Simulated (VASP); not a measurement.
# YTe (P-6m2) in VASP: a series of runs, part 2 of 2

VASP 6.6.1. Earlier steps stand in the parts before.

## 3. Single point, LDA

This run uses another cell than the first one, of 30.88 Å³/atom, 1.020 times its volume.

File INCAR:

```
SYSTEM = YTe
PREC     = Accurate       ! precision mode
ENCUT    = 520            ! plane-wave cutoff, eV
EDIFF    = 1E-6           ! SCF threshold, eV
ISMEAR   = 1              ! smearing method
SIGMA    = 0.05           ! smearing width, eV
LREAL    = .FALSE.        ! projectors in reciprocal space
LASPH    = .TRUE.         ! aspherical terms in the spheres
NELM     = 60             ! most SCF steps
ALGO     = Normal         ! electronic algorithm
ISIF     = 2              ! what is computed and relaxed
LWAVE    = .FALSE.        ! write WAVECAR
LCHARG   = .FALSE.        ! write CHGCAR
GGA      = CA             ! functional
NBANDS   = 16             ! bands
```

File KPOINTS:

```
regular mesh
0
G
  8 8 7
  0 0 0
```

File POSCAR:

```
YTe
1.0
    4.1631672273      0.0000000000      0.0000000000
   -2.0815836136      3.6054087912      0.0000000000
    0.0000000000      0.0000000000      4.1151151031
Y Te
1 1
Direct
    0.3333333333      0.6666666667      0.0000000000
    0.6666666667      0.3333333333      0.5000000000
```

Potentials or basis: VASP PAW LDA potentials, release 64 (Y_sv, Te).

Launch:

```console
$ cat potpaw_LDA.64/Y_sv/POTCAR potpaw_LDA.64/Te/POTCAR > POTCAR
$ mpirun -np 1 vasp_std > vasp.out
```

OUTCAR:

```text
SYSTEM = YTe
   PREC = Accurate
   ENCUT = 520
   EDIFF = 1E-6
   ISMEAR = 1
   LREAL = .FALSE.
   LASPH = .TRUE.
   NELM = 60
   ISIF = 2
   GGA = CA

 ion  position               nearest neighbor table
   1  0.333  0.667  0.000-   2 3.16   2 3.16   2 3.16   2 3.16   2 3.16   2 3.16
   2  0.667  0.333  0.500-   1 3.16   1 3.16   1 3.16   1 3.16   1 3.16   1 3.16

  LATTYP: Found a hexagonal cell.
 ALAT       =     4.1631672273
 C/A-ratio  =     0.9884577963

  Lattice vectors:

 A1 = (   4.1631672273,   0.0000000000,   0.0000000000)
 A2 = (  -2.0815836136,   3.6054087912,   0.0000000000)
[... 627 lines left out ...]
      5      -5.9820      2.00000
      6       0.9598      2.00000
[... 8 lines left out ...]
     15      11.5318      0.00000
     16      12.9716      0.00000

 [... further k-points ...]
[... 5 lines left out ...]
  --------------------------------------------------------------------------------------
  -------------------------------------------------------------------------------------
  Total       -2.2014228     -2.2014231     -2.8444217     -0.0000000     -0.0000000      0.0000000
  in kB      -57.1023109    -57.1023176    -73.7809435     -0.0000000     -0.0000000      0.0000000
  external PRESSURE =     -62.6618573 kB  Pullay stress =       0.0000000 kB

 VOLUME and BASIS-vectors are now :
 -----------------------------------------------------------------------------
  energy-cutoff  :      520.00
  volume of cell :       61.77
      direct lattice vectors                 reciprocal lattice vectors
     4.163167227  0.000000000  0.000000000     0.240201737  0.138680529  0.000000000
    -2.081583614  3.605408791  0.000000000     0.000000000  0.277361059  0.000000000
     0.000000000  0.000000000  4.115115103     0.000000000  0.000000000  0.243006568

 POSITION                                       TOTAL-FORCE (eV/Angst)
 -----------------------------------------------------------------------------------
     -0.00000      2.40361      0.00000         0.000000      0.000000      0.000000
      2.08158      1.20180      2.05756        -0.000000      0.000000      0.000000
 -----------------------------------------------------------------------------------
    total drift:                                0.000000      0.000001     -0.000000

  FREE ENERGIE OF THE ION-ELECTRON SYSTEM (eV)
  ---------------------------------------------------
  free  energy   TOTEN  =       -13.3771868304 eV

  energy  without entropy=      -13.3768221813  energy(sigma->0) =      -13.37706528
```

stdout:

```text
POSCAR found type information on POSCAR Y Te
 POSCAR found :  2 types and       2 ions
 scaLAPACK will be used
 LDA part: xc-table for (Slater(with rela. corr.)+CA(PZ))
 , standard interpolation
 POSCAR, INCAR and KPOINTS ok, starting setup
 FFT: planning ... GRIDC
 FFT: planning ... GRID_SOFT
 FFT: planning ... GRID
 WAVECAR not read
 entering main loop
```

Wall time 33 s (1 thread of Intel Xeon Platinum 8259CL at 2.50GHz (Skylake/Cascade Lake), shared host); peak memory 0.19 GiB.

What came out:

```
Free energy : -13.3772 eV
Pressure    : -6.3 GPa
```

Stress tensor (GPa, compression positive):
```
-5.71  0.00  0.00
 0.00 -5.71  0.00
 0.00  0.00 -7.38
```

Caveat: spin-orbit coupling is left out, which moves the levels of the heavy elements.

## 4. Single point, LDA

This run uses another cell than the first one, of 31.48 Å³/atom, 1.039 times its volume.

File INCAR:

```
PREC     = Accurate       # precision mode
ENCUT    = 520            # plane-wave cutoff, eV
EDIFF    = 1E-6           # SCF threshold, eV
ISMEAR   = 1              # smearing method
SIGMA    = 0.05           # smearing width, eV
LREAL    = False          # projectors in reciprocal space
LASPH    = True           # aspherical terms in the spheres
NELM     = 80             # most SCF steps
ALGO     = Normal         # electronic algorithm
ISIF     = 2              # what is computed and relaxed
LWAVE    = False          # write WAVECAR
LCHARG   = True           # write CHGCAR
GGA      = CA             # functional
LELF     = True           # ELF
LVHAR    = True         
NBANDS   = 16             # bands
```

File KPOINTS:

```
regular mesh
0
Gamma
  8 8 7
```

File POSCAR:

```
YTe
1.0
    4.1896849309      0.0000000000      0.0000000000
   -2.0948424655      3.6283737976      0.0000000000
    0.0000000000      0.0000000000      4.1413267340
Y Te
1 1
Direct
    0.3333333333      0.6666666667      0.0000000000
    0.6666666667      0.3333333333      0.5000000000
```

Potentials or basis: VASP PAW LDA potentials, release 64 (Y_sv, Te).

Launch:

```console
$ cat potpaw_LDA.64/Y_sv/POTCAR potpaw_LDA.64/Te/POTCAR > POTCAR
$ mpirun -np 1 vasp_std > vasp.out
```

OUTCAR:

```text
PREC = Accurate
   ENCUT = 520
   EDIFF = 1E-6
   ISMEAR = 1
   LREAL = False
   LASPH = True
   NELM = 80
   ISIF = 2
   GGA = CA

 ion  position               nearest neighbor table
   1  0.333  0.667  0.000-   2 3.18   2 3.18   2 3.18   2 3.18   2 3.18   2 3.18
   2  0.667  0.333  0.500-   1 3.18   1 3.18   1 3.18   1 3.18   1 3.18   1 3.18

  LATTYP: Found a hexagonal cell.
 ALAT       =     4.1896849309
 C/A-ratio  =     0.9884577963

  Lattice vectors:

 A1 = (   4.1896849309,   0.0000000000,   0.0000000000)
[... 192 lines left out ...]
      6       3.1854      2.00000
[... 433 lines left out ...]
      3     -18.0053      2.00000
      4     -17.9937      2.00000
      5      -6.1056      2.00000
      6       0.8599      2.00000
[... 8 lines left out ...]
     15      11.2569      0.00000
     16      12.6986      0.00000

 [... further k-points ...]
[... 5 lines left out ...]
  --------------------------------------------------------------------------------------
  -------------------------------------------------------------------------------------
  Total       -2.5256544     -2.5256547     -3.2521044      0.0000000     -0.0000000      0.0000000
  in kB      -64.2764105    -64.2764180    -82.7641358      0.0000000     -0.0000000      0.0000000
  external PRESSURE =     -70.4389881 kB  Pullay stress =       0.0000000 kB

 VOLUME and BASIS-vectors are now :
 -----------------------------------------------------------------------------
  energy-cutoff  :      520.00
  volume of cell :       62.96
      direct lattice vectors                 reciprocal lattice vectors
     4.189684931  0.000000000  0.000000000     0.238681432  0.137802781  0.000000000
    -2.094842466  3.628373798  0.000000000     0.000000000  0.275605562  0.000000000
     0.000000000  0.000000000  4.141326734     0.000000000  0.000000000  0.241468511

 POSITION                                       TOTAL-FORCE (eV/Angst)
 -----------------------------------------------------------------------------------
     -0.00000      2.41892      0.00000         0.000000      0.000000      0.000000
      2.09484      1.20946      2.07066        -0.000000      0.000000      0.000000
 -----------------------------------------------------------------------------------
    total drift:                                0.000000      0.000001     -0.000000

  FREE ENERGIE OF THE ION-ELECTRON SYSTEM (eV)
  ---------------------------------------------------
  free  energy   TOTEN  =       -13.3278817006 eV

  energy  without entropy=      -13.3275699596  energy(sigma->0) =      -13.32777779
```

OSZICAR:

```text
N       E                     dE             d eps       ncg     rms          rms(c)
DAV:   1     0.645660533515E+02    0.64566E+02   -0.74852E+03  1280   0.921E+02
DAV:   2    -0.928534380428E+01   -0.73851E+02   -0.70491E+02  1768   0.205E+02
DAV:   3    -0.138270999533E+02   -0.45418E+01   -0.45082E+01  2136   0.373E+01
DAV:   4    -0.139282521764E+02   -0.10115E+00   -0.10112E+00  1640   0.552E+00
DAV:   5    -0.139296949320E+02   -0.14428E-02   -0.14427E-02  1792   0.608E-01    0.206E+01
DAV:   6    -0.134052126883E+02    0.52448E+00   -0.61488E-01  1432   0.437E+00    0.151E+01
DAV:   7    -0.133514812744E+02    0.53731E-01   -0.44102E-01  1672   0.375E+00    0.297E+00
DAV:   8    -0.133293901336E+02    0.22091E-01   -0.14252E-01  1352   0.217E+00    0.468E-01
DAV:   9    -0.133283327996E+02    0.10573E-02   -0.72933E-03  1536   0.519E-01    0.326E-01
DAV:  10    -0.133279192824E+02    0.41352E-03   -0.89050E-04  1608   0.164E-01    0.248E-01
DAV:  11    -0.133278874049E+02    0.31878E-04   -0.16268E-04  1480   0.924E-02    0.752E-02
DAV:  12    -0.133278855499E+02    0.18550E-05   -0.23636E-05  1624   0.298E-02    0.804E-02
DAV:  13    -0.133278817656E+02    0.37843E-05   -0.12488E-05  2008   0.224E-02    0.141E-02
DAV:  14    -0.133278817006E+02    0.65039E-07   -0.88719E-07  1168   0.713E-03
   1 F= -.13327882E+02 E0= -.13327778E+02  d E =-.311741E-03
```

Wall time 37 s (1 thread of Intel Xeon Platinum 8259CL at 2.50GHz (Skylake/Cascade Lake), shared host); peak memory 0.18 GiB.

Results:

```
Free energy : -13.3279 eV
Pressure    : -7.0 GPa
```

Caveat: spin-orbit coupling is left out, which moves the levels of the heavy elements.

## 5. Summary

| cell | gap on the mesh (eV) | pressure (GPa) |
| --- | --- | --- |
| a = 4.136, b = 4.136, c = 4.089 Å, angles 90.0, 90.0, 120.0°, 2 atoms | none | -5.4 |
| a = 4.163, b = 4.163, c = 4.115 Å, angles 90.0, 90.0, 120.0°, 2 atoms | none | -6.3 |
| a = 4.190, b = 4.190, c = 4.141 Å, angles 90.0, 90.0, 120.0°, 2 atoms | none | -7.0 |

Alike in all rows: task single point; level LDA; potentials or basis VASP PAW LDA potentials, release 64 (Y_sv, Te); no spin polarisation; k mesh 8 × 8 × 7; cutoff (eV) 520; smearing methfessel-paxton 0.05 eV.

Caveats: spin-orbit coupling is left out, which moves the levels of the heavy elements.

Total energies depend on the potentials used, so only differences within one code and one set of settings carry meaning.
